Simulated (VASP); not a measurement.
# Zn (P6_3/mmc) in VASP: notebook

Aim: see how the results for Zn move with the level of theory and the settings. Levels: PBE, RPBE. Tasks: relaxation of cell and atoms.

Program: VASP 6.6.1. These are calculated values, not measurements. Logs are shortened: lines on timing, memory, paths and dates and some standing lists are left out, and cuts for length are marked.

**1. The cell of the first run**

The structure is hexagonal, space group P6_3/mmc (No. 194). The conventional cell has a = 2.670 Å, b = 2.670 Å, c = 4.966 Å, α = 90.00°, β = 90.00°, γ = 120.00°. Zn (site symmetry -6m2) has 12 Zn at 2.67 to 2.92 Å within 3.5 Å.

**2. Relaxation of cell and atoms, PBE**

INCAR reads:

```
PREC = Accurate
ENCUT = 600
EDIFF = 1E-7
ISMEAR = -1
SIGMA = 0.05
LREAL = F
LASPH = T
NELM = 100
ALGO = Normal
ISIF = 3
LWAVE = F
LCHARG = F
GGA = PE
IBRION = 2
NSW = 60
EDIFFG = -0.01
```

KPOINTS reads:

```
regular mesh
0
Gamma
  11 11 6
```

POSCAR reads:

```
Zn
1.0
    2.6700000000      0.0000000000      0.0000000000
   -1.3350000000      2.3122878281      0.0000000000
    0.0000000000      0.0000000000      4.9660000000
Zn
2
Direct
    0.6666666667      0.3333333333      0.7500000000
    0.3333333333      0.6666666667      0.2500000000
```

Potentials or basis: VASP PAW PBE potentials, release 64 (Zn).

On the command line:

```bash
> cat potpaw_PBE.64/Zn/POTCAR > POTCAR
> mpirun -np 1 vasp_std > vasp.out
```

OUTCAR:

```text
PREC = Accurate
   ENCUT = 600
   EDIFF = 1E-7
   ISMEAR = -1
   LREAL = F
   LASPH = T
   NELM = 100
   ISIF = 3
   GGA = PE
   IBRION = 2
   NSW = 60
   EDIFFG = -0.01

 ion  position               nearest neighbor table
   1  0.667  0.333  0.750-   2 2.92   2 2.92   2 2.92   2 2.92   2 2.92   2 2.92
   2  0.333  0.667  0.250-   1 2.92   1 2.92   1 2.92   1 2.92   1 2.92   1 2.92

  LATTYP: Found a hexagonal cell.
 ALAT       =     2.6700000000
 C/A-ratio  =     1.8599250936

  Lattice vectors:

 A1 = (   2.6700000000,   0.0000000000,   0.0000000000)
 A2 = (  -1.3350000000,   2.3122878281,   0.0000000000)
 A3 = (   0.0000000000,   0.0000000000,   4.9660000000)

Analysis of symmetry for initial positions (statically):
=====================================================================
 Subroutine PRICEL returns:
 Original cell was already a primitive cell.

 Routine SETGRP: Setting up the symmetry group for a
 hexagonal supercell.

 Subroutine GETGRP returns: Found 24 space group operations
 (whereof 12 operations were pure point group operations)
 out of a pool of 24 trial point group operations.

The static configuration has the point symmetry D_3d.
 The point group associated with its full space group is D_6h.

Analysis of symmetry for dynamics (positions and initial velocities):
=====================================================================
 Subroutine PRICEL returns:
 Original cell was already a primitive cell.

 Routine SETGRP: Setting up the symmetry group for a
 hexagonal supercell.

 Subroutine GETGRP returns: Found 24 space group operations
 (whereof 12 operations were pure point group operations)
 out of a pool of 24 trial point group operations.

The dynamic configuration has the point symmetry D_3d.
 The point group associated with its full space group is D_6h.

 Subroutine INISYM returns: Found 24 space group operations
 (whereof 12 operations are pure point group operations),
 and found     1 'primitive' translations

----------------------------------------------------------------------------------------

                                     Primitive cell

  volume of cell :      30.6591

  direct lattice vectors                    reciprocal lattice vectors
     2.670000000  0.000000000  0.000000000     0.374531835  0.216236056  0.000000000
    -1.335000000  2.312287828  0.000000000     0.000000000  0.432472112  0.000000000
     0.000000000  0.000000000  4.966000000     0.000000000  0.000000000  0.201369311

  length of vectors
     2.670000000  2.670000000  4.966000000     0.432472112  0.432472112  0.201369311

  position of ions in fractional coordinates (direct lattice)
     0.666666667  0.333333333  0.750000000
     0.333333333  0.666666667  0.250000000

  ion indices of the primitive-cell ions
   primitive index   ion index
                 1           1
                 2           2

----------------------------------------------------------------------------------------

 KPOINTS: regular mesh

Automatic generation of k-mesh.
 Grid dimensions read from file:
 generate k-points for:   11   11    6

 Generating k-lattice:

  Cartesian coordinates                     Fractional coordinates (reciprocal lattice)
     0.034048349  0.019657823  0.000000000     0.090909091  0.000000000  0.000000000
     0.000000000  0.039315647  0.000000000     0.000000000  0.090909091  0.000000000
     0.000000000  0.000000000  0.033561552     0.000000000  0.000000000  0.166666667

  Length of vectors
     0.039315647  0.039315647  0.033561552

  Shift w.r.t. Gamma in fractional coordinates (k-lattice)
     0.000000000  0.000000000  0.000000000

 Subroutine IBZKPT returns following result:
 ===========================================

 Found     64 irreducible k-points:

 Following reciprocal coordinates:
            Coordinates               Weight
  0.000000  0.000000  0.000000      1.000000
  0.090909  0.000000  0.000000      6.000000
  0.181818  0.000000  0.000000      6.000000
  0.272727  0.000000  0.000000      6.000000
  0.363636  0.000000  0.000000      6.000000
  0.454545  0.000000  0.000000      6.000000
[... 16 lines left out ...]
  0.090909  0.090909  0.166667     12.000000
  0.181818  0.090909  0.166667     24.000000
 [... further k-points ...]
   k-points           NKPTS =     64   k-points in BZ     NKDIM =     64   number of bands    NBANDS=     16
   number of dos      NEDOS =    301   number of ions     NIONS =      2
   total plane-waves  NPLWV =  23040
   dimension x,y,z NGX =    24 NGY =   24 NGZ =   40
   dimension x,y,z NGXF=    48 NGYF=   48 NGZF=   80
   ions per type =               2
   NGX,Y,Z   is equivalent  to a cutoff of  14.94, 14.94, 13.39 a.u.
   NGXF,Y,Z  is equivalent  to a cutoff of  29.89, 29.89, 26.78 a.u.
 SYSTEM =  unknown system
   PREC   = accura    normal or accurate (medium, high low for compatibility)
   ISTART =      0    job   : 0-new  1-cont  2-samecut
   ICHARG =      2    charge: 1-file 2-atom 10-const
   ISPIN  =      1    spin polarized calculation?
   LNONCOLLINEAR =      F non collinear calculations
   LSORBIT =      F    spin-orbit coupling
   LASPH  =      T    aspherical Exc in radial PAW
   ENCUT  =  600.0 eV  44.10 Ry    6.64 a.u.   5.33  5.33  9.92*2*pi/ulx,y,z
   NELM   =    100;   NELMIN=  2; NELMDL= -5     # of ELM steps
   EDIFF  = 0.1E-06   stopping-criterion for ELM
   LREAL  =      F    real-space projection
   EDIFFG = -.1E-01   stopping-criterion for IOM
   NSW    =     60    number of steps for IOM
   IBRION =      2    ionic relax: 0-MD 1-quasi-New 2-CG
   NFREE  =      1    steps in history (QN), initial steepest desc. (CG)
   ISIF   =      3    stress and relaxation
   ISYM   =      2    0-nonsym 1-usesym 2-fastsym
   POTIM  = 0.5000    time-step for ionic-motion
   TEBEG  =    0.0;   TEEND  =   0.0 temperature during run
   PSTRESS=    0.0 pullay stress
   NELECT =      24.0000    total number of electrons
   NUPDOWN=      -1.0000    fix difference up-down
   EMIN   =  10.00;   EMAX   =-10.00  energy-range for DOS
   EFERMI =   0.00;   METHOD = LEGACY
   ISMEAR =    -1;   SIGMA  =   0.05  broadening in eV -4-tet -1-fermi 0-gaus
   EFERMI_NEDOS =   21; number of points for ismear=-14 and -15
   IALGO  =     38    algorithm
   IMIX   =      4    mixing-type and parameters
     AMIX     =   0.40;   BMIX     =  1.00
     AMIX_MAG =   1.60;   BMIX_MAG =  1.00
  volume/ion in A,a.u.               =      15.33       103.45
  Fermi-wavevector in a.u.,A,eV,Ry     =   1.508778  2.851177 30.972445  2.276410
  Thomas-Fermi vector in A             =   2.619187
   LORBIT       =      0    0 simple, 1 ext, 2 COOP (PROOUT), +10 PAW based schemes
   GGA     = PE    functional components
   LHFCALC =     F    Hartree Fock is set to
   AEXX    =    0.0000 exact exchange contribution
   IVDW    =     0    specifies the selected vdW correction
   LEPSILON=     F    determine dielectric tensor
   LRPA    =     F    only Hartree local field effects (RPA)
 conjugate gradient relaxation of ions
 non-spin polarized calculation
  energy-cutoff  :      600.00
  volume of cell :       30.66
 maximum number of plane-waves:      1052
 NGX is ok and might be reduce to    24
   NGX = 11   NGY = 11   NGZ = 19

--------------------------------------- Ionic step        1  -------------------------------------------

 number of electron      24.0000003 magnetization

 Free energy of the ion-electron system (eV)
  ---------------------------------------------------
  ext. energy  EPLUGINS =         0.00000000
  ---------------------------------------------------
  free energy    TOTEN  =        -2.20222884 eV

  energy without entropy =       -2.19751070  energy(sigma->0) =       -2.19986977

------------------------ aborting loop because EDIFF is reached ----------------------------------------

  FORCE on cell =-STRESS in cart. coord.  units (eV):
  Direction    XX          YY          ZZ          XY          YZ          ZX
  --------------------------------------------------------------------------------------
  -------------------------------------------------------------------------------------
  Total       -0.0146680     -0.0146680     -0.2121154     -0.0000000     -0.0000000      0.0000000
  in kB       -0.7665149     -0.7665149    -11.0846718     -0.0000000     -0.0000000      0.0000000
  external PRESSURE =      -4.2059006 kB  Pullay stress =       0.0000000 kB
[... 89 lines left out ...]
  FREE ENERGIE OF THE ION-ELECTRON SYSTEM (eV)
  ---------------------------------------------------
  free  energy   TOTEN  =        -2.2051625906 eV

  energy  without entropy=       -2.2022564655  energy(sigma->0) =       -2.20370953

[... ionic steps 4 to 11 ...]

--------------------------------------- Ionic step       12  -------------------------------------------

 number of electron      23.9999997 magnetization

------------------------ aborting loop because EDIFF is reached ----------------------------------------

  FORCE on cell =-STRESS in cart. coord.  units (eV):
  Direction    XX          YY          ZZ          XY          YZ          ZX
  --------------------------------------------------------------------------------------
  -------------------------------------------------------------------------------------
  Total       -0.0043026     -0.0043026     -0.0334216      0.0000000     -0.0000000      0.0000000
  in kB       -0.2284571     -0.2284571     -1.7745922      0.0000000     -0.0000000      0.0000000
  external PRESSURE =      -0.7438355 kB  Pullay stress =       0.0000000 kB
[... 57 lines left out ...]
  energy  without entropy=       -2.2055723083  energy(sigma->0) =       -2.20737048

--------------------------------------- Ionic step       14  -------------------------------------------

 number of electron      23.9999997 magnetization

 Free energy of the ion-electron system (eV)
  ---------------------------------------------------
  ext. energy  EPLUGINS =         0.00000000
  ---------------------------------------------------
  free energy    TOTEN  =        -2.20917474 eV

  energy without entropy =       -2.20558256  energy(sigma->0) =       -2.20737865

 E-fermi :   3.2179     XC(G=0): -11.6047

 val. band max:        2.9397625225   @ k =   0.0909   0.0000   0.1667
 cond. band min:       3.2786217924   @ k =   0.4545   0.0909   0.5000
 fundamental gap:      0.3388592699
 Fermi energy:         3.2179076043

 k-point     1 :       0.0000    0.0000    0.0000
  band No.  band energies     occupation
      1      -7.2842      2.00000
      2      -5.3814      2.00000
      3      -4.6845      2.00000
      4      -4.5047      2.00000
      5      -4.5047      2.00000
      6      -4.4423      2.00000
[... 8 lines left out ...]
     15      19.7974      0.00000
     16      19.7974      0.00000
[... 420 lines left out ...]
  band No.  band energies     occupation
      1      -5.6247      2.00000
      2      -4.9508      2.00000
      3      -4.6918      2.00000
      4      -4.6206      2.00000
      5      -4.5843      2.00000
      6      -4.4277      2.00000
[... 8 lines left out ...]
     15      13.1308      0.00000
     16      15.1709      0.00000

 [... further k-points ...]
[... 5 lines left out ...]
  --------------------------------------------------------------------------------------
  -------------------------------------------------------------------------------------
  Total        0.0125034      0.0125034     -0.0167449      0.0000000     -0.0000000     -0.0000000
  in kB        0.6642297      0.6642297     -0.8895558      0.0000000     -0.0000000     -0.0000000
  external PRESSURE =       0.1463012 kB  Pullay stress =       0.0000000 kB
[... 17 lines left out ...]
  FREE ENERGIE OF THE ION-ELECTRON SYSTEM (eV)
  ---------------------------------------------------
  free  energy   TOTEN  =        -2.2091747448 eV

  energy  without entropy=       -2.2055825639  energy(sigma->0) =       -2.20737865

 reached required accuracy - stopping structural energy minimisation
```

It took 1.7 min on 1 thread of Intel Xeon 6975P-C (Granite Rapids), shared host; peak memory 0.18 GiB.

What came out:

| Property | Result |
| --- | --- |
| Free energy | -2.2092 eV |
| Relaxed volume | 15.08 Å³/atom |
| Relaxed cell | a = 2.697 Å, b = 2.697 Å, c = 4.788 Å, α = 90.00°, β = 90.00°, γ = 120.00° |
| Space group after relaxing (to 0.05 Å) | P6_3/mmc (No. 194) |
| Energy gained by relaxing | 3.5 meV/atom |
| Ionic steps | 14 |
| Pressure after relaxing | 0.0 GPa |
| Band gap on the k mesh | zero (band 12 reaches 4.67 eV, above the bottom of band 13 at 0.67 eV) |

Stress tensor (GPa, compression positive):
```
 0.07  0.00  0.00
 0.00  0.07  0.00
 0.00  0.00 -0.09
```

The path:
```csv
step,energy change (eV),largest force (eV/Å),pressure (GPa),volume (Å³)
1,0.0000,0.0000,-0.42,30.66
2,-0.0010,0.0000,-0.09,30.48
3,-0.0029,0.0000,0.93,29.95
4,-0.0028,0.0000,1.47,29.71
5,-0.0030,0.0000,1.11,29.86
6,-0.0033,0.0000,1.10,29.84
7,-0.0040,0.0000,1.23,29.77
8,-0.0043,0.0000,1.41,29.62
9,-0.0050,0.0000,1.20,29.70
10,-0.0065,0.0000,0.56,29.94
11,-0.0064,0.0000,-0.65,30.42
12,-0.0069,0.0000,-0.07,30.17
13,-0.0069,0.0000,-0.03,30.16
14,-0.0069,0.0000,0.01,30.16
```

Final structure:
```yaml
crystal:
  lattice:
    - [2.69697, 0.00000, 0.00000]
    - [-1.34849, 2.33564, 0.00000]
    - [0.00000, 0.00000, 4.78781]
  atoms:
    - { symbol: Zn, position: [0.66667, 0.33333, 0.75000] }
    - { symbol: Zn, position: [0.33333, 0.66667, 0.25000] }
```

Levels at points of the mesh, in eV from the Fermi level:
```csv
k point,band 9,band 10,band 11,band 12,band 13,band 14,band 15,band 16
"(0.00, 0.00, 0.00)",-7.40,-7.14,-7.14,-3.51,-2.55,15.21,16.58,16.58
"(0.00, 0.00, 0.50)",-7.24,-7.24,-7.24,-7.24,5.45,5.45,17.98,17.98
```

**3. Relaxation of cell and atoms, RPBE**

INCAR reads:

```
SYSTEM = Zn
  PREC = Accurate
  ENCUT = 600
  EDIFF = 1E-6
  ISMEAR = -1
  SIGMA = 0.05
  LREAL = .FALSE.
  LASPH = .TRUE.
  NELM = 80
  ALGO = Fast
  ISIF = 3
  LWAVE = .FALSE.
  LCHARG = .FALSE.
  GGA = RP
  IBRION = 2
  NSW = 60
  EDIFFG = -0.01
```

KPOINTS reads:

```
regular mesh
0
G
  11 11 6
  0 0 0
```

POSCAR is that of step 2.

Potentials or basis: VASP PAW PBE potentials, release 64 (Zn).

On the command line:

```bash
> cat potpaw_PBE.64/Zn/POTCAR > POTCAR
> mpirun -np 1 vasp_std > vasp.out
```

Wall time 87 s (1 thread of Intel Xeon 6975P-C (Granite Rapids), shared host); peak memory 0.18 GiB.

The run converged. Its results:

- Free energy: -1.4785 eV
- Relaxed volume: 15.78 Å³/atom
- Relaxed cell: a = 2.739 Å, b = 2.739 Å, c = 4.857 Å, α = 90.00°, β = 90.00°, γ = 120.00°
- Space group after relaxing (to 0.05 Å): P6_3/mmc (No. 194)
- Energy gained by relaxing: 7.5 meV/atom
- Ionic steps: 13
- Pressure after relaxing: 0.0 GPa
- Band gap on the k mesh: zero (band 12 reaches 4.47 eV, above the bottom of band 13 at 0.50 eV)

Step by step:
```
step  energy change (eV)  largest force (eV/Å)  pressure (GPa)  volume (Å³)
   1              0.0000                0.0000            2.11        30.66
   2             -0.0105                0.0000            0.42        31.56
   3             -0.0110                0.0000            0.06        31.74
   4             -0.0107                0.0000           -0.42        32.09
   5             -0.0111                0.0000           -0.43        31.93
   6             -0.0111                0.0000           -0.19        31.84
   7             -0.0111                0.0000           -0.14        31.86
   8             -0.0111                0.0000           -0.17        31.90
   9             -0.0120                0.0000           -0.30        31.85
  10             -0.0136                0.0000           -0.27        31.73
  11             -0.0148                0.0000            0.06        31.50
  12             -0.0148                0.0000           -0.04        31.58
  13             -0.0149                0.0000           -0.05        31.55
```

Final structure:
```xyz
2
Lattice="2.7387 0.0000 0.0000 -1.3693 2.3717 0.0000 0.0000 0.0000 4.8575" Properties=species:S:1:pos:R:3 pbc="T T T"
Zn    1.3693    0.7906    3.6431
Zn    0.0000    1.5812    1.2144
```

Levels at points of the mesh, in eV from the Fermi level:
```tsv
k point	band 10	band 11	band 12	band 13	band 14	band 15
(0.00, 0.00, 0.00)	-7.05	-7.05	-3.28	-2.52	14.85	16.09
(0.00, 0.00, 0.50)	-7.14	-7.14	-7.14	5.33	5.33	17.44
```

Caveat: the PAW data sets were made with another functional, which shifts forces and pressure a little. Zero-point motion and thermal expansion aren't in these numbers.
